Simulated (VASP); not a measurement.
SnSe2, 6 atoms in the cell. The structure is trigonal, space group R-3m (No. 166). Conventional cell: a = 3.839 Å, b = 3.839 Å, c = 36.070 Å, α = 90.00°, β = 90.00°, γ = 120.00°. Sn (site symmetry 3m) has 6 Se at 2.73 Å within 3.6 Å. Se (site symmetry 3m) has 3 Sn at 2.73 Å and 1 Se at 2.82 Å within 3.6 Å. Se (site symmetry 3m) has 3 Sn at 2.73 Å and 3 Se at 3.59 Å within 3.6 Å. 

| Property | Result |
| --- | --- |
| Program | VASP 6.6.1 |
| Task | single point |
| Functional | PBE |
| Dispersion | D3(BJ) |
| Potentials or basis | VASP PAW PBE potentials, release 64 (Sn_d, Se) |
| Cutoff | 520 eV |
| k mesh | 10 × 10 × 3 |
| Occupations | gaussian, width 0.03 eV |
| Spin | no spin polarisation |
| Dipole correction | no |
| Further INCAR settings | ALGO = Normal; EDIFF = 1e-06; NBANDS = 35; ISYM = 0 |

Potentials or basis: VASP PAW PBE potentials, release 64 (Sn_d, Se).

Run with:

```sh
$ cat potpaw_PBE.64/Sn_d/POTCAR potpaw_PBE.64/Se/POTCAR > POTCAR
$ mpirun -np 1 vasp_std > vasp.out
```

Hardware: 1 thread of AMD EPYC 9R45 96-Core Processor (Zen 5), with other jobs on the host.

Question: Estimate the wall time of this run.

Answer: It took 8.9 min on 1 thread of AMD EPYC 9R45 96-Core Processor (Zen 5), on a shared host, peak memory 0.72 GiB. Counts: scf iterations 14, k points 152.
